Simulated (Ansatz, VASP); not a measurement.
# One calculation of Te2Mo, two programs

```
Te Mo
1.0
     3.46655    0.00000    0.00000
    -1.73327    3.00212    0.00000
     0.00000    0.00000   18.30820
Te Mo
2 1
Direct
  0.33333 0.66667 0.90051
  0.33333 0.66667 0.09949
  0.00000 0.00000 0.00000
```

Change from the starting cell: strain along c alone, the other axes held, atoms relaxed: +4.5 %.

Alike in both runs: task relaxation of the atoms; functional LDA; k mesh 12 × 12 × 2; occupations gaussian, width 0.02 eV; no spin polarisation.

|  | VASP | Ansatz |
| --- | --- | --- |
| version | VASP 6.6.1 | Ansatz 0.2.0 |
| potentials or method | VASP PAW LDA potentials, release 64 (Te, Mo_sv), cutoff 450 eV | scalar-relativistic, plane waves, PAW |
| valence electrons in the cell | 26 | 46 |

```tsv
	VASP	Ansatz	Ansatz less VASP
gap on the k mesh at the Fermi level, each at its own relaxed structure (eV)	1.25	1.24	-0.005
```

LDA's correlation is that of Perdew and Zunger in VASP and of Perdew and Wang (1992) in Ansatz. VASP's potentials hold 26 valence electrons a cell and Ansatz's 46, so a difference there can come from the potentials and not from the codes. Ansatz's warnings: stress scf threshold loose.

Neither program's run includes spin-orbit coupling.
